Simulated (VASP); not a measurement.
# TiO2 (C2/m) in VASP: a series of runs

Runs on TiO2. Level: LDA. Tasks: electric field gradients.

All numbers are computed with VASP 6.6.1; they aren't measurements. Logs are shortened: lines on timing, memory, paths and dates and some standing lists are left out, and cuts for length are marked.

**1. The cell of the first run**

It takes space group C2/m (No. 12, monoclinic). Conventional cell: a = 6.433 Å, b = 6.562 Å, c = 2.959 Å, α = 90.00°, β = 91.63°, γ = 90.00°. Ti (site symmetry 2/m) has 6 O at 1.95 to 1.97 Å within 2.6 Å. Ti (site symmetry 2/m) has 6 O at 1.91 to 2.01 Å within 2.5 Å. O (site symmetry m) has 3 Ti at 1.91 to 1.97 Å and 1 O at 2.50 Å within 2.5 Å. O (site symmetry 2) has 3 Ti at 1.95 to 2.01 Å and 1 O at 2.55 Å within 2.6 Å.

**2. Electric field gradients, LDA (equal xy, yz and zx shear strains of -2 %)**

File INCAR:

```
SYSTEM = TiO2
  PREC = Accurate
  ENCUT = 520
  EDIFF = 1E-8
  ISMEAR = -1
  SIGMA = 0.05
  LREAL = .FALSE.
  LASPH = .TRUE.
  NELM = 60
  ALGO = Normal
  ISIF = 2
  LWAVE = .FALSE.
  LCHARG = .FALSE.
  GGA = CA
  LEFG = .TRUE.
  NBANDS = 33
```

File KPOINTS:

```
Automatic mesh
0
G
  7 7 10
  0 0 0
```

File POSCAR:

```
TiO2
1.0
    4.5940000000     -0.0459400000     -0.0459400000
   -0.0459400000      4.5940000000     -0.0459400000
   -0.0295900000     -0.0295900000      2.9590000000
Ti O
2 4
Direct
    0.0000000000      0.0000000000      0.0000000000
    0.5000000000      0.5000000000      0.5000000000
    0.3060000000      0.3060000000      0.0000000000
    0.1940000000      0.8060000000      0.5000000000
    0.6940000000      0.6940000000      0.0000000000
    0.8060000000      0.1940000000      0.5000000000
```

Potentials or basis: VASP PAW LDA potentials, release 64 (Ti_sv, O).

Command:

```
> cat potpaw_LDA.64/Ti_sv/POTCAR potpaw_LDA.64/O/POTCAR > POTCAR
> mpirun -np 1 vasp_std > vasp.out
```

OUTCAR:

```text
SYSTEM = TiO2
   PREC = Accurate
   ENCUT = 520
   EDIFF = 1E-8
   ISMEAR = -1
   LREAL = .FALSE.
   LASPH = .TRUE.
   NELM = 60
   ISIF = 2
   GGA = CA

 ion  position               nearest neighbor table
   1  0.000  0.000  0.000-   4 1.95   6 1.95   4 1.95   6 1.95   5 1.97   3 1.97
   2  0.500  0.500  0.500-   5 1.91   3 1.91   3 1.96   5 1.96   4 2.01   6 2.01
   3  0.306  0.306  0.000-   2 1.91   2 1.96   1 1.97
   4  0.194  0.806  0.500-   1 1.95   1 1.95   2 2.01
   5  0.694  0.694  0.000-   2 1.91   2 1.96   1 1.97
   6  0.806  0.194  0.500-   1 1.95   1 1.95   2 2.01

  LATTYP: Found a base centered monoclinic cell.
 ALAT       =     8.6164819714
 B/A-ratio  =     0.7615481699
 C/A-ratio  =     0.3434459557
 COS(beta)  =    -0.6656740966

  Lattice vectors:

 A1 = (  -4.5644100000,   0.0755300000,  -2.9130600000)
 A2 = (   0.0755300000,  -4.5644100000,  -2.9130600000)
 A3 = (  -0.0295900000,  -0.0295900000,   2.9590000000)

Analysis of symmetry for initial positions (statically):
=====================================================================
 Subroutine PRICEL returns:
 Original cell was already a primitive cell.

 Routine SETGRP: Setting up the symmetry group for a
 base centered monoclinic supercell.

 Subroutine GETGRP returns: Found  4 space group operations
 (whereof  4 operations were pure point group operations)
 out of a pool of  4 trial point group operations.

The static configuration has the point symmetry C_2h.

Analysis of symmetry for dynamics (positions and initial velocities):
=====================================================================
 Subroutine PRICEL returns:
 Original cell was already a primitive cell.

 Routine SETGRP: Setting up the symmetry group for a
 base centered monoclinic supercell.

 Subroutine GETGRP returns: Found  4 space group operations
 (whereof  4 operations were pure point group operations)
 out of a pool of  4 trial point group operations.

The dynamic configuration has the point symmetry C_2h.

 Subroutine INISYM returns: Found  4 space group operations
 (whereof  4 operations are pure point group operations),
[... 156 lines left out ...]
 fundamental gap:      1.8251894299
 Fermi energy:         5.4126015566

 k-point     1 :       0.0000    0.0000    0.0000
  band No.  band energies     occupation
      1     -51.6473      2.00000
      2     -51.5735      2.00000
      3     -28.3753      2.00000
      4     -28.2971      2.00000
      5     -28.1577      2.00000
      6     -28.1554      2.00000
[... 853 lines left out ...]
     32      10.8626      0.00000
     33      11.0160      0.00000

 [... further k-points ...]

------------------------ aborting loop because EDIFF is reached ----------------------------------------

  FORCE on cell =-STRESS in cart. coord.  units (eV):
  Direction    XX          YY          ZZ          XY          YZ          ZX
  --------------------------------------------------------------------------------------
  -------------------------------------------------------------------------------------
  Total       -2.1555015     -2.1555015     -3.2116522      1.7581773      1.1724398      1.1724396
  in kB      -55.3175749    -55.3175749    -82.4220338     45.1208723     30.0888341     30.0888288
  external PRESSURE =     -64.3523945 kB  Pullay stress =       0.0000000 kB

 VOLUME and BASIS-vectors are now :
 -----------------------------------------------------------------------------
  energy-cutoff  :      520.00
  volume of cell :       62.43
      direct lattice vectors                 reciprocal lattice vectors
     4.594000000 -0.045940000 -0.045940000     0.217719212  0.002199184  0.002199184
    -0.045940000  4.594000000 -0.045940000     0.002199184  0.217719212  0.002199184
    -0.029590000 -0.029590000  2.959000000     0.003414346  0.003414346  0.338020298

 POSITION                                       TOTAL-FORCE (eV/Angst)
 -----------------------------------------------------------------------------------
      0.00000      0.00000      0.00000        -0.000000      0.000000     -0.000000
      2.25924      2.25924      1.43356        -0.000000      0.000000     -0.000000
      1.39171      1.39171     -0.02812        -0.097693     -0.097693     -0.230518
      0.83941      3.67906      1.43356         0.100784     -0.100784      0.000000
      3.15635      3.15635     -0.06376         0.097693      0.097693      0.230518
      3.67906      0.83941      1.43356        -0.100784      0.100784      0.000000
 -----------------------------------------------------------------------------------
    total drift:                               -0.000000      0.000000      0.000000

  FREE ENERGIE OF THE ION-ELECTRON SYSTEM (eV)
  ---------------------------------------------------
  free  energy   TOTEN  =       -58.6972259796 eV

  energy  without entropy=      -58.6972259789  energy(sigma->0) =      -58.69722598

 Electric field gradients (V/A^2)
---------------------------------------------------------------------
 ion       V_xx      V_yy      V_zz      V_xy      V_xz      V_yz
---------------------------------------------------------------------
   1       8.707     8.707   -17.414     0.332     4.062     4.062
   2      16.942    16.942   -33.885   -14.544   -18.324   -18.324
   3       1.205     1.205    -2.409    15.226    -4.924    -4.924
   4       1.816     1.816    -3.632   -20.750    -1.774    -1.774
   5       1.205     1.205    -2.409    15.226    -4.924    -4.924
   6       1.816     1.816    -3.632   -20.750    -1.774    -1.774
---------------------------------------------------------------------

 Electric field gradients after diagonalization (V/A^2)
 (convention: |V_zz| > |V_xx| > |V_yy|)
----------------------------------------------------------------------
 ion       V_xx      V_yy      V_zz     asymmetry (V_yy - V_xx)/ V_zz
----------------------------------------------------------------------
   1      10.233     8.375   -18.608       0.100
   2      31.487    15.890   -47.377       0.329
   3     -14.021    -4.704    18.726       0.498
   4     -19.335    -3.231    22.566       0.714
   5     -14.021    -4.704    18.726       0.498
   6     -19.335    -3.231    22.566       0.714
----------------------------------------------------------------------

           NMR quadrupolar parameters

 Cq : quadrupolar parameter    Cq=e*Q*V_zz/h
 eta: asymmetry parameters     (V_yy - V_xx)/ V_zz
 Q  : nuclear electric quadrupole moment in mb (millibarn)
----------------------------------------------------------------------
 ion       Cq(MHz)       eta       Q (mb)
----------------------------------------------------------------------
   1      -0.045       0.100       1.000
   2      -0.115       0.329       1.000
   3       0.045       0.498       1.000
   4       0.055       0.714       1.000
   5       0.045       0.498       1.000
   6       0.055       0.714       1.000
----------------------------------------------------------------------
```

stdout:

```text
POSCAR found type information on POSCAR TiO
 POSCAR found :  2 types and       6 ions
 scaLAPACK will be used
 LDA part: xc-table for (Slater(with rela. corr.)+CA(PZ))
 , standard interpolation
 POSCAR, INCAR and KPOINTS ok, starting setup
 FFT: planning ... GRIDC
 FFT: planning ... GRID_SOFT
 FFT: planning ... GRID
 WAVECAR not read
 entering main loop
ion   1

ion   2

ion   3

ion   4

ion   5

ion   6
```

Wall time 1.9 min (1 thread of Intel Xeon 6975P-C (Granite Rapids), shared host); peak memory 0.32 GiB.

What came out:

* Free energy: -58.6972 eV
* Pressure: -6.4 GPa
* Largest force: 0.269 eV/Å
* Band gap on the k mesh: 1.83 eV
* Largest electric field gradient by atom: Ti -18.6, -47.4; O +18.7, +22.6 (each value once) V/Å²

Forces on the atoms (eV/Å):
```
Ti   0.000  0.000  0.000
Ti   0.000  0.000  0.000
O   -0.098 -0.098 -0.231
O    0.101 -0.101  0.000
O    0.098  0.098  0.231
O   -0.101  0.101  0.000
```

Stress tensor (GPa, compression positive):
```
-5.53  4.51  3.01
 4.51 -5.53  3.01
 3.01  3.01 -8.24
```

Electric field gradients, principal values (V/Å²):
| atom | least | middle | greatest (by size) |
| --- | --- | --- | --- |
| 1 Ti | 8.375 | 10.233 | -18.608 |
| 2 Ti | 15.890 | 31.487 | -47.377 |
| 3 O | -4.704 | -14.021 | 18.726 |
| 4 O | -3.231 | -19.335 | 22.566 |
| 5 O | -4.704 | -14.021 | 18.726 |
| 6 O | -3.231 | -19.335 | 22.566 |

Caveat: the cell differs from its parent crystal (equal xy, yz and zx shear strains of -2 %); the cell stands under tension; without QUAD_EFG the Cq values of the log hold for a quadrupole moment of 1 mb, not for the nuclei. A k mesh can miss the band edges.

**3. Electric field gradients, LDA (equal xy, yz and zx shear strains of +1 %)**

File INCAR:

```
SYSTEM = TiO2
PREC     = Accurate       ! precision mode
ENCUT    = 520            ! plane-wave cutoff, eV
EDIFF    = 1E-8           ! SCF threshold, eV
ISMEAR   = -1             ! smearing method
SIGMA    = 0.05           ! smearing width, eV
LREAL    = .FALSE.        ! projectors in reciprocal space
LASPH    = .TRUE.         ! aspherical terms in the spheres
NELM     = 100            ! most SCF steps
ALGO     = Normal         ! electronic algorithm
ISIF     = 2              ! what is computed and relaxed
LWAVE    = .FALSE.        ! write WAVECAR
LCHARG   = .FALSE.        ! write CHGCAR
GGA      = CA             ! functional
LEFG     = .TRUE.       
NBANDS   = 33             ! bands
```

KPOINTS is that of step 2.

POSCAR, as its differences from that of step 2:

```diff
@@ -2,5 +2,5 @@
 1.0
-    4.5940000000     -0.0459400000     -0.0459400000
-   -0.0459400000      4.5940000000     -0.0459400000
-   -0.0295900000     -0.0295900000      2.9590000000
+    4.5940000000      0.0229700000      0.0229700000
+    0.0229700000      4.5940000000      0.0229700000
+    0.0147950000      0.0147950000      2.9590000000
 Ti O
```

Potentials or basis: VASP PAW LDA potentials, release 64 (Ti_sv, O).

Command:

```
> cat potpaw_LDA.64/Ti_sv/POTCAR potpaw_LDA.64/O/POTCAR > POTCAR
> mpirun -np 1 vasp_std > vasp.out
```

OUTCAR:

```text
SYSTEM = TiO2
   PREC = Accurate
   ENCUT = 520
   EDIFF = 1E-8
   ISMEAR = -1
   LREAL = .FALSE.
   LASPH = .TRUE.
   NELM = 100
   ISIF = 2
   GGA = CA

 ion  position               nearest neighbor table
   1  0.000  0.000  0.000-   4 1.94   6 1.94   4 1.94   6 1.94   5 2.00   3 2.00
   2  0.500  0.500  0.500-   3 1.93   5 1.93   3 1.96   5 1.96   4 1.98   6 1.98
   3  0.306  0.306  0.000-   2 1.93   2 1.96   1 2.00
   4  0.194  0.806  0.500-   1 1.94   1 1.94   2 1.98
   5  0.694  0.694  0.000-   2 1.93   2 1.96   1 2.00
   6  0.806  0.194  0.500-   1 1.94   1 1.94   2 1.98

  LATTYP: Found a base centered monoclinic cell.
 ALAT       =     6.5295432034
 B/A-ratio  =     0.9900252466
 C/A-ratio  =     0.4531823869
 COS(beta)  =    -0.0141062544

  Lattice vectors:

 A1 = (  -4.5940000000,  -0.0229700000,  -0.0229700000)
 A2 = (  -0.0229700000,  -4.5940000000,  -0.0229700000)
 A3 = (   0.0147950000,   0.0147950000,   2.9590000000)

Analysis of symmetry for initial positions (statically):
=====================================================================
 Subroutine PRICEL returns:
 Original cell was already a primitive cell.

 Routine SETGRP: Setting up the symmetry group for a
 base centered monoclinic supercell.

 Subroutine GETGRP returns: Found  4 space group operations
 (whereof  4 operations were pure point group operations)
 out of a pool of  4 trial point group operations.

The static configuration has the point symmetry C_2h.

Analysis of symmetry for dynamics (positions and initial velocities):
[... 1045 lines left out ...]
  -------------------------------------------------------------------------------------
  Total       -2.2378429     -2.2378429     -3.3158486     -0.8501904     -0.5583728     -0.5583727
  in kB      -57.4176873    -57.4176873    -85.0767306    -21.8138481    -14.3265077    -14.3265050
  external PRESSURE =     -66.6373684 kB  Pullay stress =       0.0000000 kB

 VOLUME and BASIS-vectors are now :
 -----------------------------------------------------------------------------
  energy-cutoff  :      520.00
  volume of cell :       62.44
      direct lattice vectors                 reciprocal lattice vectors
     4.594000000  0.022970000  0.022970000     0.217686059 -0.001083015 -0.001083015
     0.022970000  4.594000000  0.022970000    -0.001083015  0.217686059 -0.001083015
     0.014795000  0.014795000  2.959000000    -0.001681437 -0.001681437  0.337968825

 POSITION                                       TOTAL-FORCE (eV/Angst)
 -----------------------------------------------------------------------------------
      0.00000      0.00000      0.00000         0.000000      0.000000     -0.000000
      2.31588      2.31588      1.50247         0.000000      0.000000     -0.000000
      1.41279      1.41279      0.01406        -0.103560     -0.103560      0.098714
      0.91715      3.71462      1.50247         0.085993     -0.085993      0.000000
      3.20418      3.20418      0.03188         0.103560      0.103560     -0.098714
      3.71462      0.91715      1.50247        -0.085993      0.085993      0.000000
 -----------------------------------------------------------------------------------
    total drift:                               -0.000000      0.000000      0.000000

  FREE ENERGIE OF THE ION-ELECTRON SYSTEM (eV)
  ---------------------------------------------------
  free  energy   TOTEN  =       -58.7277500121 eV

  energy  without entropy=      -58.7277500113  energy(sigma->0) =      -58.72775001

 Electric field gradients (V/A^2)
---------------------------------------------------------------------
 ion       V_xx      V_yy      V_zz      V_xy      V_xz      V_yz
---------------------------------------------------------------------
   1      14.665    14.665   -29.331    10.939    -1.995    -1.995
   2      10.762    10.762   -21.523    -3.960     8.887     8.887
   3       1.690     1.690    -3.379    19.386     2.471     2.471
   4       1.333     1.333    -2.667   -16.650     0.861     0.861
   5       1.690     1.690    -3.379    19.386     2.471     2.471
   6       1.333     1.333    -2.667   -16.650     0.861     0.861
---------------------------------------------------------------------

 Electric field gradients after diagonalization (V/A^2)
 (convention: |V_zz| > |V_xx| > |V_yy|)
----------------------------------------------------------------------
 ion       V_xx      V_yy      V_zz     asymmetry (V_yy - V_xx)/ V_zz
----------------------------------------------------------------------
   1      25.749     3.727   -29.475       0.747
   2      14.722    11.574   -26.296       0.120
   3     -17.697    -3.869    21.566       0.641
   4     -15.433    -2.550    17.983       0.716
   5     -17.697    -3.869    21.566       0.641
   6     -15.433    -2.550    17.983       0.716
----------------------------------------------------------------------

           NMR quadrupolar parameters

 Cq : quadrupolar parameter    Cq=e*Q*V_zz/h
 eta: asymmetry parameters     (V_yy - V_xx)/ V_zz
 Q  : nuclear electric quadrupole moment in mb (millibarn)
----------------------------------------------------------------------
 ion       Cq(MHz)       eta       Q (mb)
----------------------------------------------------------------------
   1      -0.071       0.747       1.000
   2      -0.064       0.120       1.000
   3       0.052       0.641       1.000
   4       0.043       0.716       1.000
   5       0.052       0.641       1.000
   6       0.043       0.716       1.000
----------------------------------------------------------------------
```

stdout:

```text
POSCAR found type information on POSCAR TiO
 POSCAR found :  2 types and       6 ions
 scaLAPACK will be used
 LDA part: xc-table for (Slater(with rela. corr.)+CA(PZ))
 , standard interpolation
 POSCAR, INCAR and KPOINTS ok, starting setup
 FFT: planning ... GRIDC
 FFT: planning ... GRID_SOFT
 FFT: planning ... GRID
 WAVECAR not read
 entering main loop
ion   1

ion   2

ion   3

ion   4

ion   5

ion   6
```

Wall time 2.1 min (1 thread of Intel Xeon 6975P-C (Granite Rapids), shared host); peak memory 0.32 GiB.

What came out:

```
Free energy                             : -58.7278 eV
Pressure                                : -6.7 GPa
Largest force                           : 0.177 eV/Å
Band gap on the k mesh                  : 1.82 eV
Largest electric field gradient by atom : Ti -29.5, -26.3; O +21.6, +18.0 (each value once) V/Å²
```

Forces on the atoms (eV/Å):
```
Ti   0.000  0.000  0.000
Ti   0.000  0.000  0.000
O   -0.104 -0.104  0.099
O    0.086 -0.086  0.000
O    0.104  0.104 -0.099
O   -0.086  0.086  0.000
```

Stress tensor (GPa, compression positive):
```
-5.74 -2.18 -1.43
-2.18 -5.74 -1.43
-1.43 -1.43 -8.51
```

Electric field gradients, principal values (V/Å²):
| atom | least | middle | greatest (by size) |
| --- | --- | --- | --- |
| 1 Ti | 3.727 | 25.749 | -29.475 |
| 2 Ti | 11.574 | 14.722 | -26.296 |
| 3 O | -3.869 | -17.697 | 21.566 |
| 4 O | -2.550 | -15.433 | 17.983 |
| 5 O | -3.869 | -17.697 | 21.566 |
| 6 O | -2.550 | -15.433 | 17.983 |

Caveat: the cell differs from its parent crystal (equal xy, yz and zx shear strains of +1 %); the cell stands under tension; without QUAD_EFG the Cq values of the log hold for a quadrupole moment of 1 mb, not for the nuclei.
